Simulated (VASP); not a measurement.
Mg, 1 atom in the cell. Symmetry: P6/mmm, No. 191, hexagonal system. Conventional cell: a = 2.928 Å, b = 2.928 Å, c = 3.288 Å, α = 90.00°, β = 90.00°, γ = 120.00°. Within 3.9 Å of Mg (site symmetry 6/mmm) lie 8 Mg at 2.93 to 3.29 Å. This isn't the form of Mg at room conditions, which is hcp. This cell differs from its parent crystal: strain -0.040 along x and y, +0.080 along z.

- Program: VASP 6.6.1
- Task: single point
- Functional: PBE
- Potentials or basis: VASP PAW PBE potentials, release 64 (Mg)
- Cutoff: 520 eV
- k mesh: 18 × 18 × 16
- Occupations: gaussian, width 0.15 eV
- Spin: no spin polarisation
- Dipole correction: no
- Further INCAR settings: ALGO = Fast; EDIFF = 1e-07; NBANDS = 7

Potentials or basis: VASP PAW PBE potentials, release 64 (Mg).

Launch:

```bash
$ cat potpaw_PBE.64/Mg/POTCAR > POTCAR
$ mpirun -np 1 vasp_std > vasp.out
```

Hardware: 1 thread of Intel(R) Xeon(R) 6975P-C (Granite Rapids), on a shared host.

Question: How long does it take, and how much memory?

Answer: It took 12 s on 1 thread of Intel(R) Xeon(R) 6975P-C (Granite Rapids), on a shared host, peak memory 0.18 GiB. Counts: scf iterations 11, k points 333.
